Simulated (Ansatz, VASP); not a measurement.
CoO in VASP and in Ansatz

```xyz
2
Lattice="0.0000 2.0464 2.0464 2.0464 0.0000 2.0464 2.0464 2.0464 0.0000" Properties=species:S:1:pos:R:3 pbc="T T T"
Co    0.0000    0.0000    0.0000
O     2.0464    2.0464    2.0464
```

Alike in both runs: task single point; functional PBE; k mesh 16 × 16 × 16; occupations gaussian, width 0.1 eV; collinear spin; Hubbard terms Co d U = 3.32 eV.

```csv
,VASP,Ansatz
version,VASP 6.6.1,Ansatz 0.2.0
potentials or method,"VASP PAW PBE potentials, release 64 (Co, O), cutoff 520 eV","scalar-relativistic, plane waves, PAW"
valence electrons in the cell,15,23
```

VASP gave:

* pressure (GPa): 26.0
* net moment per atom (μB): 1.48
* size of the moment on the site where the two differ most (μB): 2.70

Question: Which values does Ansatz return?

Answer: Pressure (GPa): 40.7; net moment per atom (μB): 1.50; size of the moment on the site where the two differ most (μB): 2.55.

Site moments also hang on the region over which each program counts them. The programs project onto different local orbitals, so the same U acts differently, and such runs can settle in different states. VASP's potentials hold 15 valence electrons a cell and Ansatz's 23, so a difference there can come from the potentials and not from the codes. Ansatz's warnings: look outside group, minimisation memory short.
